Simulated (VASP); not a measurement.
Here is a VASP 6.6.1 calculation.

File INCAR:

```
PREC = Accurate ; ENCUT = 500
EDIFF = 1E-6 ; ISMEAR = 0
SIGMA = 0.2233 ; LREAL = False
LASPH = True ; NELM = 120
ALGO = Normal ; ISIF = 2
LWAVE = False ; LCHARG = True
GGA = PE ; LELF = True
LVHAR = True ; ISYM = -1
NBANDS = 33 ; GGA_COMPAT = False
KPAR = 1
```

KPOINTS

```
explicit points
172
Reciprocal
  0.07142857   0.07142857   0.07142857 2
  0.07142857   0.07142857   0.21428571 2
  0.07142857   0.07142857   0.35714286 2
  0.07142857   0.07142857   0.50000000 2
  0.07142857   0.07142857   0.64285714 2
  0.07142857   0.07142857   0.78571429 2
[... 164 lines left out ...]
  0.50000000   0.50000000   0.35714286 2
  0.50000000   0.50000000   0.50000000 1
```

File POSCAR:

```
Be3Os2
1.0
    0.0000000000      2.8147500000      0.0000000000
    5.5033960000     -1.4073750000      0.0000000000
   -2.0922150000      1.4073750000     -6.5139090000
Be Os
6 4
Direct
    0.6590500000      0.8064500000      0.4883500000
    0.3409500000      0.1935500000      0.5116500000
    0.7692500000      0.6560500000      0.1175500000
    0.2307500000      0.3439500000      0.8824500000
    0.9503500000      0.6316900000      0.7309900000
    0.0496500000      0.3683100000      0.2690100000
    0.4098300000      0.7677400000      0.9480800000
    0.5901700000      0.2322600000      0.0519200000
    0.1369000000      0.9807200000      0.7069200000
    0.8631000000      0.0192800000      0.2930800000
```

Potentials or basis: VASP PAW PBE potentials, release 64 (Be, Os).

Run with:

```sh
$ cat potpaw_PBE.64/Be/POTCAR potpaw_PBE.64/Os/POTCAR > POTCAR
$ mpirun -np 4 vasp_std > vasp.out
```

(1) Predict the band gap on the k mesh.

(2) What does it give for the largest force?

Answers

(1) zero (bands 22 and 23 overlap by 1.06 eV).

(2) 7.405 eV/Å.

Caveat: spin-orbit coupling is left out, which moves the levels of the heavy elements; forces of over 1 eV/Å act on the atoms, so gaps and moduli don't describe the material at rest.
